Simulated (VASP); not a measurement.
# TiO2 (Pbcn) in VASP: further runs

TiO2 is run at these levels: PBE; tasks: electric field gradients.

All numbers are computed with VASP 6.6.1; they aren't measurements. Logs are shortened: lines on timing, memory, paths and dates and some standing lists are left out, and cuts for length are marked.

**1. The cell of the first run**

The structure is orthorhombic, space group Pbcn (No. 60). Conventional cell: a = 4.454 Å, b = 5.423 Å, c = 4.872 Å, α = 90.00°, β = 90.00°, γ = 90.00°. Ti (site symmetry 2) has 6 O at 1.84 to 2.06 Å within 2.4 Å. Within 2.4 Å of O (site symmetry 1) lie 3 Ti at 1.84 to 2.06 Å.

**2. Electric field gradients, PBE (9.81 Å³/atom)**

File INCAR:

```
SYSTEM = TiO2
ALGO = Normal
EDIFF = 1E-8
ENCUT = 520
GGA = PE
ISIF = 2
ISMEAR = -1
LASPH = .True.
LCHARG = .False.
LEFG = .True.
LREAL = .False.
LWAVE = .False.
NBANDS = 60
NELM = 100
PREC = Accurate
SIGMA = 0.02
```

File KPOINTS:

```
k-points
0
Gamma
  5 4 4
  0 0 0
```

File POSCAR:

```
TiO2
1.0
    4.4539790062      0.0000000000      0.0000000000
    0.0000000000      5.4227071090      0.0000000000
    0.0000000000      0.0000000000      4.8722485740
Ti O
4 8
Direct
    0.0000000000      0.1745283019      0.2500000000
    0.5000000000      0.3254716981      0.7500000000
    0.0000000000      0.8254716981      0.7500000000
    0.5000000000      0.6745283019      0.2500000000
    0.2703969330      0.3819147933      0.4196939629
    0.2296030670      0.1180852067      0.9196939629
    0.7703969330      0.1180852067      0.5803060371
    0.7296030670      0.3819147933      0.0803060371
    0.7296030670      0.6180852067      0.5803060371
    0.7703969330      0.8819147933      0.0803060371
    0.2296030670      0.8819147933      0.4196939629
    0.2703969330      0.6180852067      0.9196939629
```

Potentials or basis: VASP PAW PBE potentials, release 64 (Ti_sv, O).

Run with:

```bash
$ cat potpaw_PBE.64/Ti_sv/POTCAR potpaw_PBE.64/O/POTCAR > POTCAR
$ mpirun -np 1 vasp_std > vasp.out
```

OUTCAR:

```text
SYSTEM = TiO2
   EDIFF = 1E-8
   ENCUT = 520
   GGA = PE
   ISIF = 2
   ISMEAR = -1
   LASPH = .True.
   LREAL = .False.
   NELM = 100
   PREC = Accurate

 ion  position               nearest neighbor table
   1  0.000  0.175  0.250-   5 1.84   8 1.84   7 1.93   6 1.93  10 2.06  11 2.06
   2  0.500  0.325  0.750-   6 1.84   7 1.84   5 1.93   8 1.93   9 2.06  12 2.06
   3  0.000  0.825  0.750-   9 1.84  12 1.84  11 1.93  10 1.93   6 2.06   7 2.06
   4  0.500  0.675  0.250-  10 1.84  11 1.84   9 1.93  12 1.93   5 2.06   8 2.06
   5  0.270  0.382  0.420-   1 1.84   2 1.93   4 2.06
   6  0.230  0.118  0.920-   2 1.84   1 1.93   3 2.06
   7  0.770  0.118  0.580-   2 1.84   1 1.93   3 2.06
   8  0.730  0.382  0.080-   1 1.84   2 1.93   4 2.06
   9  0.730  0.618  0.580-   3 1.84   4 1.93   2 2.06
  10  0.770  0.882  0.080-   4 1.84   3 1.93   1 2.06
  11  0.230  0.882  0.420-   4 1.84   3 1.93   1 2.06
  12  0.270  0.618  0.920-   3 1.84   4 1.93   2 2.06

  LATTYP: Found a simple orthorhombic cell.
 ALAT       =     4.4539790062
 B/A-ratio  =     1.0939091916
 C/A-ratio  =     1.2174972315

  Lattice vectors:

 A1 = (  -4.4539790062,   0.0000000000,   0.0000000000)
 A2 = (   0.0000000000,   0.0000000000,   4.8722485740)
 A3 = (   0.0000000000,   5.4227071090,   0.0000000000)

Analysis of symmetry for initial positions (statically):
=====================================================================
 Subroutine PRICEL returns:
 Original cell was already a primitive cell.

 Routine SETGRP: Setting up the symmetry group for a
 simple orthorhombic supercell.

 Subroutine GETGRP returns: Found  8 space group operations
 (whereof  2 operations were pure point group operations)
 out of a pool of  8 trial point group operations.

The static configuration has the point symmetry S_2 .
 The point group associated with its full space group is D_2h.

Analysis of symmetry for dynamics (positions and initial velocities):
=====================================================================
 Subroutine PRICEL returns:
 Original cell was already a primitive cell.

 Routine SETGRP: Setting up the symmetry group for a
 simple orthorhombic supercell.

 Subroutine GETGRP returns: Found  8 space group operations
 (whereof  2 operations were pure point group operations)
 out of a pool of  8 trial point group operations.

The dynamic configuration has the point symmetry S_2 .
 The point group associated with its full space group is D_2h.

 Subroutine INISYM returns: Found  8 space group operations
 (whereof  2 operations are pure point group operations),
 and found     1 'primitive' translations

----------------------------------------------------------------------------------------

                                     Primitive cell

  volume of cell :     117.6776

  direct lattice vectors                    reciprocal lattice vectors
     4.453979006  0.000000000  0.000000000     0.224518346  0.000000000  0.000000000
     0.000000000  5.422707109  0.000000000     0.000000000  0.184409739  0.000000000
     0.000000000  0.000000000  4.872248574     0.000000000  0.000000000  0.205244044

  length of vectors
     4.453979006  5.422707109  4.872248574     0.224518346  0.184409739  0.205244044

  position of ions in fractional coordinates (direct lattice)
     0.000000000  0.174528302  0.250000000
     0.500000000  0.325471698  0.750000000
     0.000000000  0.825471698  0.750000000
     0.500000000  0.674528302  0.250000000
     0.270396933  0.381914793  0.419693963
     0.229603067  0.118085207  0.919693963
     0.770396933  0.118085207  0.580306037
     0.729603067  0.381914793  0.080306037
     0.729603067  0.618085207  0.580306037
     0.770396933  0.881914793  0.080306037
     0.229603067  0.881914793  0.419693963
     0.270396933  0.618085207  0.919693963

  ion indices of the primitive-cell ions
   primitive index   ion index
                 1           1
                 2           2
[... 105 lines left out ...]
  Thomas-Fermi vector in A             =   2.637268
   LORBIT       =      0    0 simple, 1 ext, 2 COOP (PROOUT), +10 PAW based schemes
   GGA     = PE    functional components
   LHFCALC =     F    Hartree Fock is set to
   AEXX    =    0.0000 exact exchange contribution
   IVDW    =     0    specifies the selected vdW correction
   LEPSILON=     F    determine dielectric tensor
   LRPA    =     F    only Hartree local field effects (RPA)
 non-spin polarized calculation
  energy-cutoff  :      520.00
  volume of cell :      117.68
 maximum number of plane-waves:      3184
 NGX is ok and might be reduce to    36
   NGX = 17   NGY = 21   NGZ = 19

 number of electron      96.0000032 magnetization

 Free energy of the ion-electron system (eV)
  ---------------------------------------------------
  ext. energy  EPLUGINS =         0.00000000
  ---------------------------------------------------
  free energy    TOTEN  =      -106.97844280 eV

  energy without entropy =     -106.97844280  energy(sigma->0) =     -106.97844280

 E-fermi :   5.5572     XC(G=0): -11.7718

 val. band max:        5.1282000613   @ k =   0.0000   0.0000   0.0000
 cond. band min:       7.8792453431   @ k =   0.0000   0.0000   0.5000
 fundamental gap:      2.7510452818
 Fermi energy:         5.5572478823

 k-point     1 :       0.0000    0.0000    0.0000
  band No.  band energies     occupation
      1     -51.1435      2.00000
      2     -51.1151      2.00000
      3     -51.1077      2.00000
      4     -51.1012      2.00000
      5     -27.6501      2.00000
      6     -27.5551      2.00000
[... 1501 lines left out ...]
     59       9.5127      0.00000
     60       9.5127      0.00000

 [... further k-points ...]

------------------------ aborting loop because EDIFF is reached ----------------------------------------

  FORCE on cell =-STRESS in cart. coord.  units (eV):
  Direction    XX          YY          ZZ          XY          YZ          ZX
  --------------------------------------------------------------------------------------
  -------------------------------------------------------------------------------------
  Total       13.5479019     12.6389658     11.6007400      0.0000000      0.0000000     -0.0000000
  in kB      184.4543379    172.0791971    157.9437793      0.0000000      0.0000000     -0.0000000
  external PRESSURE =     171.4924381 kB  Pullay stress =       0.0000000 kB

 VOLUME and BASIS-vectors are now :
 -----------------------------------------------------------------------------
  energy-cutoff  :      520.00
  volume of cell :      117.68
      direct lattice vectors                 reciprocal lattice vectors
     4.453979006  0.000000000  0.000000000     0.224518346  0.000000000  0.000000000
     0.000000000  5.422707109  0.000000000     0.000000000  0.184409739  0.000000000
     0.000000000  0.000000000  4.872248574     0.000000000  0.000000000  0.205244044

 POSITION                                       TOTAL-FORCE (eV/Angst)
 -----------------------------------------------------------------------------------
      0.00000      0.94642      1.21806         0.000000     -0.138965     -0.000000
      2.22699      1.76494      3.65419         0.000000      0.138965     -0.000000
      0.00000      4.47629      3.65419         0.000000      0.138965     -0.000000
      2.22699      3.65777      1.21806         0.000000     -0.138965     -0.000000
      1.20434      2.07101      2.04485        -0.007662      0.201660      0.005485
      1.02265      0.64034      4.48098         0.007662     -0.201660      0.005485
      3.43133      0.64034      2.82740        -0.007662     -0.201660     -0.005485
      3.24964      2.07101      0.39127         0.007662      0.201660     -0.005485
      3.24964      3.35170      2.82740         0.007662     -0.201660     -0.005485
      3.43133      4.78237      0.39127        -0.007662      0.201660     -0.005485
      1.02265      4.78237      2.04485         0.007662      0.201660      0.005485
      1.20434      3.35170      4.48098        -0.007662     -0.201660      0.005485
 -----------------------------------------------------------------------------------
    total drift:                                0.000000     -0.000000      0.000000

  FREE ENERGIE OF THE ION-ELECTRON SYSTEM (eV)
  ---------------------------------------------------
  free  energy   TOTEN  =      -106.9784428005 eV

  energy  without entropy=     -106.9784428005  energy(sigma->0) =     -106.97844280

 Electric field gradients (V/A^2)
---------------------------------------------------------------------
 ion       V_xx      V_yy      V_zz      V_xy      V_xz      V_yz
---------------------------------------------------------------------
   1     -13.358    26.389   -13.031     0.000    -9.080     0.000
   2     -13.358    26.389   -13.031     0.000     9.080    -0.000
   3     -13.358    26.389   -13.031     0.000    -9.080     0.000
   4     -13.358    26.389   -13.031     0.000     9.080     0.000
   5      -5.723     0.234     5.489    19.944     5.325    -2.582
   6      -5.723     0.234     5.489    19.944    -5.325     2.582
   7      -5.723     0.234     5.489   -19.944    -5.325    -2.582
   8      -5.723     0.234     5.489   -19.944     5.325     2.582
   9      -5.723     0.234     5.489    19.944     5.325    -2.582
  10      -5.723     0.234     5.489    19.944    -5.325     2.582
  11      -5.723     0.234     5.489   -19.944    -5.325    -2.582
  12      -5.723     0.234     5.489   -19.944     5.325     2.582
---------------------------------------------------------------------

 Electric field gradients after diagonalization (V/A^2)
 (convention: |V_zz| > |V_xx| > |V_yy|)
----------------------------------------------------------------------
 ion       V_xx      V_yy      V_zz     asymmetry (V_yy - V_xx)/ V_zz
----------------------------------------------------------------------
   1     -22.277    -4.113    26.389       0.688
   2     -22.277    -4.113    26.389       0.688
   3     -22.277    -4.113    26.389       0.688
   4     -22.277    -4.113    26.389       0.688
   5      17.625     6.395   -24.020       0.468
   6      17.625     6.395   -24.020       0.468
   7      17.625     6.395   -24.020       0.468
   8      17.625     6.395   -24.020       0.468
   9      17.625     6.395   -24.020       0.468
  10      17.625     6.395   -24.020       0.468
  11      17.625     6.395   -24.020       0.468
  12      17.625     6.395   -24.020       0.468
----------------------------------------------------------------------

           NMR quadrupolar parameters

 Cq : quadrupolar parameter    Cq=e*Q*V_zz/h
 eta: asymmetry parameters     (V_yy - V_xx)/ V_zz
 Q  : nuclear electric quadrupole moment in mb (millibarn)
----------------------------------------------------------------------
 ion       Cq(MHz)       eta       Q (mb)
----------------------------------------------------------------------
   1       0.064       0.688       1.000
   2       0.064       0.688       1.000
   3       0.064       0.688       1.000
   4       0.064       0.688       1.000
   5      -0.058       0.468       1.000
   6      -0.058       0.468       1.000
   7      -0.058       0.468       1.000
   8      -0.058       0.468       1.000
   9      -0.058       0.468       1.000
  10      -0.058       0.468       1.000
  11      -0.058       0.468       1.000
  12      -0.058       0.468       1.000
----------------------------------------------------------------------
```

Run time: 3.7 min. Hardware: 1 thread of Intel Xeon Platinum 8175M at 2.50GHz (Skylake/Cascade Lake), shared host; peak memory 0.29 GiB.

Results:

| Property | Result |
| --- | --- |
| Free energy | -106.9784 eV |
| Pressure | 17.1 GPa |
| Largest force | 0.202 eV/Å |
| Band gap on the k mesh | 2.75 eV (least direct gap 2.77 eV) |
| Largest electric field gradient by atom | Ti +26.4; O -24.0 V/Å² |

Forces in eV/Å, atoms in the order of the input:
```
Ti   0.000 -0.139  0.000
Ti   0.000  0.139  0.000
Ti   0.000  0.139  0.000
Ti   0.000 -0.139  0.000
O   -0.008  0.202  0.005
O    0.008 -0.202  0.005
O   -0.008 -0.202 -0.005
O    0.008  0.202 -0.005
O    0.008 -0.202 -0.005
O   -0.008  0.202 -0.005
O    0.008  0.202  0.005
O   -0.008 -0.202  0.005
```

Stress tensor (GPa, compression positive):
```
18.45  0.00  0.00
 0.00 17.21  0.00
 0.00  0.00 15.79
```

Levels at points of the mesh, in eV from the valence-band top:
| k point | band 45 | band 46 | band 47 | band 48 | band 49 | band 50 | band 51 | band 52 |
| --- | --- | --- | --- | --- | --- | --- | --- | --- |
| (0.00, 0.00, 0.00) | -0.55 | -0.46 | -0.07 | 0.00 | 2.77 | 2.83 | 2.95 | 2.97 |
| (0.00, 0.50, 0.00) | -1.26 | -1.26 | -0.17 | -0.17 | 2.89 | 2.89 | 3.38 | 3.38 |
| (0.00, 0.00, 0.50) | -0.47 | -0.47 | -0.34 | -0.34 | 2.75 | 2.75 | 3.19 | 3.19 |
| (0.00, 0.50, 0.50) | -0.49 | -0.49 | -0.49 | -0.49 | 3.06 | 3.06 | 3.06 | 3.06 |

Electric field gradients, principal values (V/Å²):
| atom | least | middle | greatest (by size) |
| --- | --- | --- | --- |
| 1 Ti | -4.113 | -22.277 | 26.389 |
| 2 Ti | -4.113 | -22.277 | 26.389 |
| 3 Ti | -4.113 | -22.277 | 26.389 |
| 4 Ti | -4.113 | -22.277 | 26.389 |
| 5 O | 6.395 | 17.625 | -24.020 |
| 6 O | 6.395 | 17.625 | -24.020 |
| 7 O | 6.395 | 17.625 | -24.020 |
| 8 O | 6.395 | 17.625 | -24.020 |
| 9 O | 6.395 | 17.625 | -24.020 |
| 10 O | 6.395 | 17.625 | -24.020 |
| 11 O | 6.395 | 17.625 | -24.020 |
| 12 O | 6.395 | 17.625 | -24.020 |

Caveat: the cell stands under pressure; without QUAD_EFG the Cq values of the log hold for a quadrupole moment of 1 mb, not for the nuclei.

**3. Electric field gradients, PBE (z stretched by +1 %)**

File INCAR:

```
PREC = Accurate ; ENCUT = 520
EDIFF = 1E-8 ; ISMEAR = -1
SIGMA = 0.02 ; LREAL = False
LASPH = True ; NELM = 100
ALGO = Normal ; ISIF = 2
LWAVE = False ; LCHARG = False
GGA = PE ; LEFG = True
NBANDS = 60
```

File KPOINTS:

```
Automatic mesh
0
Gamma
  5 4 4
```

Edit POSCAR of step 2 so:

```diff
@@ -2,5 +2,5 @@
 1.0
-    4.4539790062      0.0000000000      0.0000000000
-    0.0000000000      5.4227071090      0.0000000000
-    0.0000000000      0.0000000000      4.8722485740
+    4.5150000000      0.0000000000      0.0000000000
+    0.0000000000      5.4970000000      0.0000000000
+    0.0000000000      0.0000000000      4.9883900000
 Ti O
```

Potentials or basis: VASP PAW PBE potentials, release 64 (Ti_sv, O).

Run with:

```bash
$ cat potpaw_PBE.64/Ti_sv/POTCAR potpaw_PBE.64/O/POTCAR > POTCAR
$ mpirun -np 1 vasp_std > vasp.out
```

OUTCAR:

```text
PREC = Accurate
   ENCUT = 520
   EDIFF = 1E-8
   ISMEAR = -1
   LREAL = False
   LASPH = True
   NELM = 100
   ISIF = 2
   GGA = PE

 ion  position               nearest neighbor table
   1  0.000  0.175  0.250-   5 1.87   8 1.87   7 1.97   6 1.97  10 2.09  11 2.09
   2  0.500  0.325  0.750-   6 1.87   7 1.87   5 1.97   8 1.97   9 2.09  12 2.09
   3  0.000  0.825  0.750-   9 1.87  12 1.87  11 1.97  10 1.97   6 2.09   7 2.09
   4  0.500  0.675  0.250-  10 1.87  11 1.87   9 1.97  12 1.97   5 2.09   8 2.09
   5  0.270  0.382  0.420-   1 1.87   2 1.97   4 2.09
   6  0.230  0.118  0.920-   2 1.87   1 1.97   3 2.09
   7  0.770  0.118  0.580-   2 1.87   1 1.97   3 2.09
   8  0.730  0.382  0.080-   1 1.87   2 1.97   4 2.09
   9  0.730  0.618  0.580-   3 1.87   4 1.97   2 2.09
  10  0.770  0.882  0.080-   4 1.87   3 1.97   1 2.09
  11  0.230  0.882  0.420-   4 1.87   3 1.97   1 2.09
  12  0.270  0.618  0.920-   3 1.87   4 1.97   2 2.09

  LATTYP: Found a simple orthorhombic cell.
 ALAT       =     4.5150000000
[... 1791 lines left out ...]
   1      23.187     1.745   -24.932       0.860
   2      23.187     1.745   -24.932       0.860
   3      23.187     1.745   -24.932       0.860
   4      23.187     1.745   -24.932       0.860
   5      18.548     8.028   -26.577       0.396
   6      18.548     8.028   -26.577       0.396
   7      18.548     8.028   -26.577       0.396
   8      18.548     8.028   -26.577       0.396
   9      18.548     8.028   -26.577       0.396
  10      18.548     8.028   -26.577       0.396
  11      18.548     8.028   -26.577       0.396
  12      18.548     8.028   -26.577       0.396
----------------------------------------------------------------------

           NMR quadrupolar parameters

 Cq : quadrupolar parameter    Cq=e*Q*V_zz/h
 eta: asymmetry parameters     (V_yy - V_xx)/ V_zz
 Q  : nuclear electric quadrupole moment in mb (millibarn)
----------------------------------------------------------------------
 ion       Cq(MHz)       eta       Q (mb)
----------------------------------------------------------------------
   1      -0.060       0.860       1.000
   2      -0.060       0.860       1.000
   3      -0.060       0.860       1.000
   4      -0.060       0.860       1.000
   5      -0.064       0.396       1.000
   6      -0.064       0.396       1.000
   7      -0.064       0.396       1.000
   8      -0.064       0.396       1.000
   9      -0.064       0.396       1.000
  10      -0.064       0.396       1.000
  11      -0.064       0.396       1.000
  12      -0.064       0.396       1.000
----------------------------------------------------------------------
```

Wall time 4.2 min (1 thread of Intel Xeon Platinum 8175M at 2.50GHz (Skylake/Cascade Lake), shared host); peak memory 0.3 GiB.

Results:

| Quantity | Value |
| --- | --- |
| Free energy | -107.3497 eV |
| Pressure | 3.3 GPa |
| Largest force | 0.052 eV/Å |
| Band gap on the k mesh | 2.56 eV (least direct gap 2.56 eV) |
| Largest electric field gradient by atom | Ti -24.9; O -26.6 V/Å² |

Forces on the atoms (eV/Å):
```
Ti   0.000 -0.052  0.000
Ti   0.000  0.052  0.000
Ti   0.000  0.052  0.000
Ti   0.000 -0.052  0.000
O    0.025 -0.021  0.022
O   -0.025  0.021  0.022
O    0.025  0.021 -0.022
O   -0.025 -0.021 -0.022
O   -0.025  0.021 -0.022
O    0.025 -0.021 -0.022
O   -0.025 -0.021  0.022
O    0.025  0.021  0.022
```

Levels at points of the mesh, in eV from the valence-band top:
| k point | band 45 | band 46 | band 47 | band 48 | band 49 | band 50 | band 51 | band 52 |
| --- | --- | --- | --- | --- | --- | --- | --- | --- |
| (0.00, 0.00, 0.00) | -0.55 | -0.50 | -0.08 | 0.00 | 2.56 | 2.65 | 2.74 | 2.77 |
| (0.00, 0.50, 0.00) | -1.25 | -1.25 | -0.18 | -0.18 | 2.67 | 2.67 | 3.11 | 3.11 |
| (0.00, 0.00, 0.50) | -0.46 | -0.46 | -0.35 | -0.35 | 2.56 | 2.56 | 2.96 | 2.96 |
| (0.00, 0.50, 0.50) | -0.50 | -0.50 | -0.50 | -0.50 | 2.84 | 2.84 | 2.84 | 2.84 |

Electric field gradients, principal values (V/Å²):
```csv
atom,least,middle,greatest (by size)
1 Ti,1.745,23.187,-24.932
2 Ti,1.745,23.187,-24.932
3 Ti,1.745,23.187,-24.932
4 Ti,1.745,23.187,-24.932
5 O,8.028,18.548,-26.577
6 O,8.028,18.548,-26.577
7 O,8.028,18.548,-26.577
8 O,8.028,18.548,-26.577
9 O,8.028,18.548,-26.577
10 O,8.028,18.548,-26.577
11 O,8.028,18.548,-26.577
12 O,8.028,18.548,-26.577
```

Caveat: the cell differs from its parent crystal (z stretched by +1 %); the stress differs along the axes, from -0 to 5 GPa; without QUAD_EFG the Cq values of the log hold for a quadrupole moment of 1 mb, not for the nuclei. A k mesh can miss the band edges.
